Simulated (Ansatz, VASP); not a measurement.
## Two plane-wave programs on Pt

Contents of POSCAR:

```
Pt
1.0
    0.0000000000      2.8622292525      2.8622292525
    2.8622292525      0.0000000000      2.8622292525
    2.8622292525      2.8622292525      0.0000000000
Pt
2
Direct
    0.1250000000      0.1250000000      0.1250000000
    0.8750000000      0.8750000000      0.8750000000
```

INCAR.step1

```
SYSTEM = Pt
PREC = Accurate
ENCUT = 520
ISMEAR = -1
SIGMA = 0.1
LREAL = .False.
LASPH = .True.
NELM = 100
NBANDS = 17
GGA = PE
ALGO = Normal
EDIFF = 1E-4
LWAVE = .True.
LCHARG = .False.
```

INCAR.step2

```
SYSTEM = Pt
PREC = Accurate
ENCUT = 520
EDIFF = 1E-7
ISMEAR = -1
SIGMA = 0.1
LREAL = .False.
LASPH = .True.
NELM = 100
ALGO = Normal
ISIF = 2
LWAVE = .False.
LCHARG = .True.
METAGGA = R2SCAN
LMIXTAU = .True.
LELF = .True.
LVHAR = .True.
NBANDS = 17
ISTART = 1
```

The input KPOINTS:

```
regular mesh
0
Gamma
  11 11 11
  0 0 0
```

Input for Ansatz:

```yaml
crystal:
  lattice:
    - [0.0, 2.8622292525, 2.8622292525]
    - [2.8622292525, 0.0, 2.8622292525]
    - [2.8622292525, 2.8622292525, 0.0]
  atoms:
    - { symbol: Pt, position: [0.125, 0.125, 0.125] }
    - { symbol: Pt, position: [0.875, 0.875, 0.875] }
hamiltonian:
  xc: r2scan
  pseudopotentials:
    kind: paw
    azcp:
      Pt: "pseudopotentials/Pt.paw.azcp"
basis:
  ecutwfc: 500
  fft_grid_basis: typed
kpoints:
  mp_grid: { grid: [11, 11, 11], shift: [0, 0, 0] }
magnetization:
  spin_polarized: false
scf:
  occupations: { method: fermi_dirac, width: 0.1 }
  lower_state_search: "off"
output:
  stress: true
  write_density: true
  write_potential: true
  elf: true
  volumetric_format: npy
```

Alike in both runs: task single point; functional r2SCAN; k mesh 11 × 11 × 11; occupations fermi-dirac, width 0.1 eV; no spin polarisation.

```csv
,VASP,Ansatz
version,VASP 6.6.1,Ansatz 0.2.0
potentials or method,"VASP PAW PBE potentials, release 64 (Pt), cutoff 520 eV","plane waves (500 eV) with PAW, scalar-relativistic"
valence electrons in the cell,20,36
```

|  | VASP | Ansatz | Ansatz less VASP |
| --- | --- | --- | --- |
| pressure (GPa) | 0.1 | 0.0 | -0.03 |

VASP's potentials were made for PBE, not for r2SCAN. The functional is the same, so the differences come from potentials, cutoffs and numerics. VASP's potentials hold 20 valence electrons a cell and Ansatz's 36, so a difference there can come from the potentials and not from the codes.

Neither program's run includes spin-orbit coupling.
